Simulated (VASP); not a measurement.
# Ru (P6_3/mmc) in VASP: a series of runs

Runs on Ru. Level: PBEsol. Tasks: single point.

Program: VASP 6.6.1. These are calculated values, not measurements. Logs are shortened: lines on timing, memory, paths and dates and some standing lists are left out, and cuts for length are marked.

## Step 1: The cell of the first run

Symmetry: P6_3/mmc, No. 194, hexagonal system. Conventional cell: a = 2.614 Å, b = 2.614 Å, c = 4.763 Å, α = 90.00°, β = 90.00°, γ = 120.00°. Within 3.4 Å of Ru (site symmetry -6m2) lie 12 Ru at 2.61 to 2.82 Å.

## Step 2: Single point, PBEsol

INCAR reads:

```
PREC     = Accurate       # precision mode
ENCUT    = 520            # plane-wave cutoff, eV
EDIFF    = 1E-7           # SCF threshold, eV
ISMEAR   = 0              # smearing method
SIGMA    = 0.15           # smearing width, eV
LREAL    = F              # projectors in reciprocal space
LASPH    = T              # aspherical terms in the spheres
NELM     = 60             # most SCF steps
ALGO     = Fast           # electronic algorithm
ISIF     = 2              # what is computed and relaxed
LWAVE    = F              # write WAVECAR
LCHARG   = F              # write CHGCAR
GGA      = PS             # functional
NBANDS   = 21             # bands
```

KPOINTS reads:

```
regular mesh
0
Gamma
  18 18 10
```

POSCAR reads:

```
Ru
1.0
    2.6144000000      0.0000000000      0.0000000000
   -1.3072000000      2.2641368157      0.0000000000
    0.0000000000      0.0000000000      4.7627000000
Ru
2
Direct
    0.3333333333      0.6666666667      0.2500000000
    0.6666666667      0.3333333333      0.7500000000
```

Potentials or basis: VASP PAW PBE potentials, release 64 (Ru_pv).

Command:

```
$ cat potpaw_PBE.64/Ru_pv/POTCAR > POTCAR
$ mpirun -np 1 vasp_std > vasp.out
```

OUTCAR:

```text
PREC = Accurate
   ENCUT = 520
   EDIFF = 1E-7
   ISMEAR = 0
   LREAL = F
   LASPH = T
   NELM = 60
   ISIF = 2
   GGA = PS

 ion  position               nearest neighbor table
   1  0.333  0.667  0.250-   2 2.82   2 2.82   2 2.82   2 2.82   2 2.82   2 2.82
   2  0.667  0.333  0.750-   1 2.82   1 2.82   1 2.82   1 2.82   1 2.82   1 2.82

  LATTYP: Found a hexagonal cell.
 ALAT       =     2.6144000000
 C/A-ratio  =     1.8217181763

  Lattice vectors:

 A1 = (   2.6144000000,   0.0000000000,   0.0000000000)
 A2 = (  -1.3072000000,   2.2641368157,   0.0000000000)
 A3 = (   0.0000000000,   0.0000000000,   4.7627000000)

Analysis of symmetry for initial positions (statically):
=====================================================================
 Subroutine PRICEL returns:
 Original cell was already a primitive cell.

 Routine SETGRP: Setting up the symmetry group for a
 hexagonal supercell.

 Subroutine GETGRP returns: Found 24 space group operations
 (whereof 12 operations were pure point group operations)
 out of a pool of 24 trial point group operations.

The static configuration has the point symmetry D_3d.
 The point group associated with its full space group is D_6h.

Analysis of symmetry for dynamics (positions and initial velocities):
=====================================================================
 Subroutine PRICEL returns:
 Original cell was already a primitive cell.

 Routine SETGRP: Setting up the symmetry group for a
 hexagonal supercell.

 Subroutine GETGRP returns: Found 24 space group operations
 (whereof 12 operations were pure point group operations)
 out of a pool of 24 trial point group operations.

The dynamic configuration has the point symmetry D_3d.
 The point group associated with its full space group is D_6h.

 Subroutine INISYM returns: Found 24 space group operations
 (whereof 12 operations are pure point group operations),
 and found     1 'primitive' translations

----------------------------------------------------------------------------------------

                                     Primitive cell

  volume of cell :      28.1921

  direct lattice vectors                    reciprocal lattice vectors
     2.614400000  0.000000000  0.000000000     0.382496940  0.220834711  0.000000000
    -1.307200000  2.264136816  0.000000000     0.000000000  0.441669423  0.000000000
     0.000000000  0.000000000  4.762700000     0.000000000  0.000000000  0.209964936

  length of vectors
     2.614400000  2.614400000  4.762700000     0.441669423  0.441669423  0.209964936

  position of ions in fractional coordinates (direct lattice)
     0.333333333  0.666666667  0.250000000
     0.666666667  0.333333333  0.750000000

  ion indices of the primitive-cell ions
   primitive index   ion index
                 1           1
                 2           2

----------------------------------------------------------------------------------------

 KPOINTS: regular mesh

Automatic generation of k-mesh.
 Grid dimensions read from file:
 generate k-points for:   18   18   10

 Generating k-lattice:

  Cartesian coordinates                     Fractional coordinates (reciprocal lattice)
     0.021249830  0.012268595  0.000000000     0.055555556  0.000000000  0.000000000
     0.000000000  0.024537190  0.000000000     0.000000000  0.055555556  0.000000000
     0.000000000  0.000000000  0.020996494     0.000000000  0.000000000  0.100000000

  Length of vectors
     0.024537190  0.024537190  0.020996494

  Shift w.r.t. Gamma in fractional coordinates (k-lattice)
     0.000000000  0.000000000  0.000000000

 Subroutine IBZKPT returns following result:
 ===========================================

 Found    222 irreducible k-points:

 Following reciprocal coordinates:
            Coordinates               Weight
  0.000000  0.000000  0.000000      1.000000
  0.055556 -0.000000  0.000000      6.000000
  0.111111 -0.000000  0.000000      6.000000
  0.166667  0.000000  0.000000      6.000000
  0.222222 -0.000000  0.000000      6.000000
  0.277778 -0.000000  0.000000      6.000000
[... 16 lines left out ...]
  0.333333  0.111111  0.000000     12.000000
  0.388889  0.111111  0.000000     12.000000
 [... further k-points ...]
   k-points           NKPTS =    222   k-points in BZ     NKDIM =    222   number of bands    NBANDS=     21
   number of dos      NEDOS =    301   number of ions     NIONS =      2
   total plane-waves  NPLWV =  14400
   dimension x,y,z NGX =    20 NGY =   20 NGZ =   36
   dimension x,y,z NGXF=    40 NGYF=   40 NGZF=   72
   ions per type =               2
   NGX,Y,Z   is equivalent  to a cutoff of  12.72, 12.72, 12.57 a.u.
   NGXF,Y,Z  is equivalent  to a cutoff of  25.44, 25.44, 25.13 a.u.
 SYSTEM =  unknown system
   PREC   = accura    normal or accurate (medium, high low for compatibility)
   ISTART =      0    job   : 0-new  1-cont  2-samecut
   ICHARG =      2    charge: 1-file 2-atom 10-const
   ISPIN  =      1    spin polarized calculation?
   LNONCOLLINEAR =      F non collinear calculations
   LSORBIT =      F    spin-orbit coupling
   LASPH  =      T    aspherical Exc in radial PAW
   ENCUT  =  520.0 eV  38.22 Ry    6.18 a.u.   4.86  4.86  8.86*2*pi/ulx,y,z
   NELM   =     60;   NELMIN=  2; NELMDL= -5     # of ELM steps
   EDIFF  = 0.1E-06   stopping-criterion for ELM
   LREAL  =      F    real-space projection
   EDIFFG = 0.1E-05   stopping-criterion for IOM
   NSW    =      0    number of steps for IOM
   IBRION =     -1    ionic relax: 0-MD 1-quasi-New 2-CG
   NFREE  =      0    steps in history (QN), initial steepest desc. (CG)
   ISIF   =      2    stress and relaxation
   ISYM   =      2    0-nonsym 1-usesym 2-fastsym
   POTIM  = 0.5000    time-step for ionic-motion
   TEBEG  =    0.0;   TEEND  =   0.0 temperature during run
   PSTRESS=    0.0 pullay stress
   NELECT =      28.0000    total number of electrons
   NUPDOWN=      -1.0000    fix difference up-down
   EMIN   =  10.00;   EMAX   =-10.00  energy-range for DOS
   EFERMI =   0.00;   METHOD = LEGACY
   ISMEAR =     0;   SIGMA  =   0.15  broadening in eV -4-tet -1-fermi 0-gaus
   EFERMI_NEDOS =   21; number of points for ismear=-14 and -15
   IALGO  =     68    algorithm
   IMIX   =      4    mixing-type and parameters
     AMIX     =   0.40;   BMIX     =  1.00
     AMIX_MAG =   1.60;   BMIX_MAG =  1.00
  volume/ion in A,a.u.               =      14.10        95.12
  Fermi-wavevector in a.u.,A,eV,Ry     =   1.633371  3.086624 36.298999  2.667901
  Thomas-Fermi vector in A             =   2.725187
   LORBIT       =      0    0 simple, 1 ext, 2 COOP (PROOUT), +10 PAW based schemes
   GGA     = PS    functional components
   LHFCALC =     F    Hartree Fock is set to
   AEXX    =    0.0000 exact exchange contribution
   IVDW    =     0    specifies the selected vdW correction
   LEPSILON=     F    determine dielectric tensor
   LRPA    =     F    only Hartree local field effects (RPA)
 non-spin polarized calculation
 RMM-DIIS sequential band-by-band and
 Gauss-broadening in eV      SIGMA  =   0.15
  energy-cutoff  :      520.00
  volume of cell :       28.19
 maximum number of plane-waves:       774
 NGX is ok and might be reduce to    20
   NGX =  9   NGY =  9   NGZ = 17

 number of electron      27.9999995 magnetization

 Free energy of the ion-electron system (eV)
  ---------------------------------------------------
  ext. energy  EPLUGINS =         0.00000000
  ---------------------------------------------------
  free energy    TOTEN  =       -19.76529352 eV

  energy without entropy =      -19.74378062  energy(sigma->0) =      -19.75453707

 E-fermi :  12.0573     XC(G=0): -14.0346

 val. band max:       12.0544354508   @ k =   0.0556   0.0556   0.3000
 cond. band min:      12.0760500191   @ k =   0.2222   0.0556   0.1000
 fundamental gap:      0.0216145683
 Fermi energy:        12.0573229697

 k-point     1 :       0.0000    0.0000    0.0000
  band No.  band energies     occupation
      1     -31.2399      2.00000
      2     -30.5368      2.00000
      3     -30.3981      2.00000
      4     -30.3981      2.00000
      5     -30.3313      2.00000
      6     -30.3313      2.00000
[... 13 lines left out ...]
     20      22.4308      0.00000
     21      22.4338      0.00000

 k-point     2 :       0.0556   -0.0000    0.0000
  band No.  band energies     occupation
      1     -31.2306      2.00000
      2     -30.5371      2.00000
      3     -30.4300      2.00000
      4     -30.4066      2.00000
      5     -30.3637      2.00000
      6     -30.3375      2.00000
[... 13 lines left out ...]
     20      22.4307      0.00000
     21      22.4338      0.00000

 k-point     3 :       0.1111   -0.0000    0.0000
  band No.  band energies     occupation
      1     -31.2037      2.00000
      2     -30.5385      2.00000
      3     -30.5217      2.00000
      4     -30.4561      2.00000
      5     -30.4310      2.00000
      6     -30.3556      2.00000
[... 13 lines left out ...]
     20      22.4307      0.00000
     21      22.4337      0.00000

 k-point     4 :       0.1667    0.0000    0.0000
  band No.  band energies     occupation
      1     -31.1611      2.00000
      2     -30.6615      2.00000
      3     -30.5953      2.00000
      4     -30.5418      2.00000
      5     -30.4677      2.00000
      6     -30.3837      2.00000
[... 13 lines left out ...]
     20      22.4306      0.00000
     21      22.4334      0.00000

 k-point     5 :       0.2222   -0.0000    0.0000
  band No.  band energies     occupation
      1     -31.1061      2.00000
      2     -30.8314      2.00000
      3     -30.7624      2.00000
      4     -30.5483      2.00000
      5     -30.5119      2.00000
      6     -30.4185      2.00000
[... 13 lines left out ...]
     20      22.4304      0.00000
     21      22.4330      0.00000

 k-point     6 :       0.2778   -0.0000    0.0000
  band No.  band energies     occupation
      1     -31.0432      2.00000
      2     -31.0104      2.00000
      3     -30.9363      2.00000
      4     -30.5595      2.00000
      5     -30.5582      2.00000
      6     -30.4559      2.00000
[... 13 lines left out ...]
     20      22.4303      0.00000
     21      22.4324      0.00000

 k-point     7 :       0.3333    0.0000    0.0000
  band No.  band energies     occupation
      1     -31.1768      2.00000
      2     -31.0962      2.00000
      3     -30.9778      2.00000
      4     -30.6011      2.00000
      5     -30.5761      2.00000
      6     -30.4911      2.00000
[... 13 lines left out ...]
     20      22.4304      0.00000
     21      24.2432      0.00000
[... 291 lines left out ...]
      1     -31.0838      2.00000
      2     -30.8587      2.00000
      3     -30.8256      2.00000
      4     -30.5518      2.00000
      5     -30.5381      2.00000
      6     -30.4649      2.00000
[... 13 lines left out ...]
     20      22.4304      0.00000
     21      22.4330      0.00000

 k-point    21 :       0.2222    0.1111    0.0000
  band No.  band energies     occupation
      1     -31.0230      2.00000
      2     -31.0171      2.00000
      3     -30.9696      2.00000
      4     -30.5980      2.00000
      5     -30.5639      2.00000
      6     -30.5128      2.00000
[... 13 lines left out ...]
     20      22.4302      0.00000
     21      22.4323      0.00000

 k-point    22 :       0.2778    0.1111    0.0000
  band No.  band energies     occupation
      1     -31.1657      2.00000
      2     -31.1009      2.00000
      3     -30.9595      2.00000
      4     -30.6548      2.00000
      5     -30.5815      2.00000
      6     -30.5572      2.00000
[... 13 lines left out ...]
     20      22.4303      0.00000
     21      24.1921      0.00000

 k-point    23 :       0.3333    0.1111    0.0000
  band No.  band energies     occupation
      1     -31.2855      2.00000
      2     -31.2066      2.00000
      3     -30.8996      2.00000
      4     -30.7009      2.00000
      5     -30.6038      2.00000
      6     -30.5932      2.00000
[... 13 lines left out ...]
     20      22.4232      0.00000
     21      22.8037      0.00000

 k-point    24 :       0.3889    0.1111    0.0000
  band No.  band energies     occupation
      1     -31.3630      2.00000
      2     -31.2751      2.00000
      3     -30.8527      2.00000
      4     -30.7308      2.00000
      5     -30.6261      2.00000
      6     -30.6166      2.00000
[... 13 lines left out ...]
     20      22.7930      0.00000
     21      25.1969      0.00000

 [... further k-points ...]
[... 5 lines left out ...]
  --------------------------------------------------------------------------------------
  -------------------------------------------------------------------------------------
  Total        1.3523284      1.3523284     -8.6369054      0.0000000     -0.0000000     -0.0000000
  in kB       76.8537059     76.8537059   -490.8409834      0.0000000     -0.0000000     -0.0000000
  external PRESSURE =    -112.3778572 kB  Pullay stress =       0.0000000 kB

 VOLUME and BASIS-vectors are now :
 -----------------------------------------------------------------------------
  energy-cutoff  :      520.00
  volume of cell :       28.19
      direct lattice vectors                 reciprocal lattice vectors
     2.614400000  0.000000000  0.000000000     0.382496940  0.220834711  0.000000000
    -1.307200000  2.264136816  0.000000000     0.000000000  0.441669423  0.000000000
     0.000000000  0.000000000  4.762700000     0.000000000  0.000000000  0.209964936

 POSITION                                       TOTAL-FORCE (eV/Angst)
 -----------------------------------------------------------------------------------
     -0.00000      1.50942      1.19067         0.000000      0.000000      0.000000
      1.30720      0.75471      3.57203        -0.000000     -0.000000      0.000000
 -----------------------------------------------------------------------------------
    total drift:                               -0.000000      0.000000     -0.000000

  FREE ENERGIE OF THE ION-ELECTRON SYSTEM (eV)
  ---------------------------------------------------
  free  energy   TOTEN  =       -19.7652935240 eV

  energy  without entropy=      -19.7437806221  energy(sigma->0) =      -19.75453707
```

Wall time 1.9 min (1 thread of Intel Xeon Platinum 8488C (Sapphire Rapids), shared host); peak memory 0.22 GiB.

What came out:

| Quantity | Value |
| --- | --- |
| Free energy | -19.7653 eV |
| Pressure | -11.2 GPa |
| Band gap on the k mesh | zero (band 14 reaches 13.35 eV, above the bottom of band 15 at 10.97 eV) |

Caveat: the PAW data sets were made with another functional, which shifts forces and pressure a little.

(Continued in part 2 of 2.)
